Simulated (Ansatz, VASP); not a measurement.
**Cu in VASP and in Ansatz**

```
Cu
1.0
     0.00000    1.66290    1.80750
     1.66290    0.00000    1.80750
     1.66290    1.66290    0.00000
Cu
1
Direct
  0.00000 0.00000 0.00000
```

Change from the starting cell: strain -0.080 along x and y, +0.000 along z, atoms carried along.

Alike in both runs: task single point; functional PBE; k mesh 22 × 22 × 22; occupations gaussian, width 0.15 eV; no spin polarisation.

|  | VASP | Ansatz |
| --- | --- | --- |
| version | VASP 6.6.1 | Ansatz 0.2.0 |
| potentials or method | VASP PAW PBE potentials, release 64 (Cu), cutoff 520 eV | scalar-relativistic, plane waves, PAW |
| valence electrons in the cell | 11 | 19 |

```csv
,VASP,Ansatz,Ansatz less VASP
gap on the k mesh at the Fermi level (eV),none,none,-
pressure (GPa),40.5,40.0,-0.53
"traceless stress, the component that is largest in VASP (GPa)",-6.97,-6.92,+0.054
```

A gap of «none» marks a metal or a gap that the smearing closes. Both programs put the cell under a high pressure, so it lies far from rest at this level. VASP's potentials hold 11 valence electrons a cell and Ansatz's 19, so a difference there can come from the potentials and not from the codes.
